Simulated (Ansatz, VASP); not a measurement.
## One calculation of MgBe2SO2, two programs

```
CELL_PARAMETERS angstrom
3.83795 0.00000 0.00000
0.00000 3.83795 0.00000
0.00000 0.00000 5.16039
ATOMIC_POSITIONS crystal
Mg 0.00000 0.00000 0.50000
Be 0.50000 0.50000 0.25370
Be 0.50000 0.50000 0.74630
S 0.00000 0.00000 0.00000
O 0.00000 0.50000 0.00000
O 0.50000 0.00000 0.00000
```

Change from the starting cell: species swapped into the LaAl2BRu2 type (P4/mmm, No. 123).

Alike in both runs: task single point; functional PBE; k mesh 4 × 4 × 4; occupations gaussian, width 0.1 eV; no spin polarisation.

```csv
,VASP,Ansatz
version,VASP 6.6.1,Ansatz 0.2.0
potentials or method,"VASP PAW PBE potentials, release 64 (Mg, Be, S, O), cutoff 520 eV","scalar-relativistic, plane waves, PAW"
valence electrons in the cell,24,32
```

```csv
,VASP,Ansatz,Ansatz less VASP
gap on the k mesh at the Fermi level (eV),none,none,-
pressure (GPa),0.6,0.7,+0.15
"traceless stress, the component that is largest in VASP (GPa)",-11.98,-11.96,+0.022
rms of the force components (eV/Å),0.040,0.044,+0.0044
```

Atom by atom the forces differ by 0.004 eV/Å (rms over components). A gap of «none» marks a metal or a gap that the smearing closes. VASP's potentials hold 24 valence electrons a cell and Ansatz's 32, so a difference there can come from the potentials and not from the codes.

The k mesh is coarse, so the values compare programs but aren't converged.
